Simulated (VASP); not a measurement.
A run of VASP 6.6.1 is set up as follows.

File INCAR:

```
SYSTEM = Y
ALGO     = Normal         ! electronic algorithm
EDIFF    = 1E-6           ! SCF threshold, eV
ENCUT    = 520            ! plane-wave cutoff, eV
GGA      = PS             ! functional
ISIF     = 2              ! what is computed and relaxed
ISMEAR   = -1             ! smearing method
LASPH    = .TRUE.         ! aspherical terms in the spheres
LCHARG   = .TRUE.         ! write CHGCAR
LELF     = .TRUE.         ! ELF
LREAL    = .FALSE.        ! projectors in reciprocal space
LVHAR    = .TRUE.       
LWAVE    = .FALSE.        ! write WAVECAR
NBANDS   = 18             ! bands
NELM     = 100            ! most SCF steps
PREC     = Accurate       ! precision mode
SIGMA    = 0.05           ! smearing width, eV
```

The input KPOINTS:

```
k-points
0
G
  8 8 5
  0 0 0
```

Contents of POSCAR:

```
Y
1.0
    3.6474000000      0.0000000000      0.0000000000
   -1.8237000000      3.1587410578      0.0000000000
    0.0000000000      0.0000000000      5.7306000000
Y
2
Direct
    0.6666666667      0.3333333333      0.7500000000
    0.3333333333      0.6666666667      0.2500000000
```

Potentials or basis: VASP PAW PBE potentials, release 64 (Y_sv).

Launch:

```bash
$ cat potpaw_PBE.64/Y_sv/POTCAR > POTCAR
$ mpirun -np 1 vasp_std > vasp.out
```

Question: Estimate the pressure.

Answer: -2.1 GPa.

Question: What does it give for the band gap on the k mesh?

Answer: Zero (band 11 reaches 3.74 eV, above the bottom of band 12 at 2.42 eV).

Stress tensor (GPa, compression positive):
```
-1.98  0.00  0.00
 0.00 -1.98  0.00
 0.00  0.00 -2.44
```

Caveat: the PAW data sets were made with another functional, which shifts forces and pressure a little.
